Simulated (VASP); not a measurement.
Input of a VASP 6.6.1 run:

POSCAR

```
ZrB2
1.0
    3.1700000000      0.0000000000      0.0000000000
   -1.5850000000      2.7453005300      0.0000000000
    0.0000000000      0.0000000000      3.5330000000
Zr B
1 2
Direct
    0.0000000000      0.0000000000      0.0000000000
    0.6666666667      0.3333333333      0.5000000000
    0.3333333333      0.6666666667      0.5000000000
```

Contents of INCAR.step1:

```
SYSTEM = ZrB2
ALGO     = Normal         ! electronic algorithm
EDIFF    = 1E-5           ! SCF threshold, eV
ENCUT    = 520            ! plane-wave cutoff, eV
GGA      = PE             ! functional
ISIF     = 2              ! what is computed and relaxed
ISMEAR   = -1             ! smearing method
LASPH    = .True.         ! aspherical terms in the spheres
LREAL    = .False.        ! projectors in reciprocal space
LWAVE    = .True.         ! write WAVECAR
NBANDS   = 16             ! bands
NELM     = 80             ! most SCF steps
PREC     = Accurate       ! precision mode
SIGMA    = 0.05           ! smearing width, eV
```

Contents of INCAR.step2:

```
SYSTEM = ZrB2
AEXX     = 0.25           ! exact-exchange fraction
ALGO     = Normal         ! electronic algorithm
EDIFF    = 1E-6           ! SCF threshold, eV
ENCUT    = 520            ! plane-wave cutoff, eV
GGA      = PE             ! functional
ISIF     = 2              ! what is computed and relaxed
ISMEAR   = -1             ! smearing method
ISTART   = 1            
LASPH    = .True.         ! aspherical terms in the spheres
LCHARG   = .True.         ! write CHGCAR
LELF     = .True.         ! ELF
LHFCALC  = .True.         ! exact exchange
LREAL    = .False.        ! projectors in reciprocal space
LVHAR    = .True.       
LWAVE    = .False.        ! write WAVECAR
NBANDS   = 16             ! bands
NELM     = 80             ! most SCF steps
PREC     = Accurate       ! precision mode
PRECFOCK = Normal       
SIGMA    = 0.05           ! smearing width, eV
```

Contents of KPOINTS:

```
k-points
0
Gamma
  6 6 6
  0 0 0
```

Potentials or basis: VASP PAW PBE potentials, release 64 (Zr_sv, B).

The run is started by

```sh
$ cat potpaw_PBE.64/Zr_sv/POTCAR potpaw_PBE.64/B/POTCAR > POTCAR
$ cp INCAR.step1 INCAR
$ mpirun -np 1 vasp_std > vasp.out
$ cp INCAR.step2 INCAR
$ mpirun -np 1 vasp_std > vasp.out
```

(1) What does it give for the pressure?

(2) Predict the band gap on the k mesh.

Answers

(1) -2.2 GPa.

(2) zero (bands 9 and 10 overlap by 1.58 eV).

Caveat: the k points lie up to 0.38 Å⁻¹ apart, too coarse for converged energies and pressures of a metal; the PAW data sets were made with another functional, which shifts forces and pressure a little.
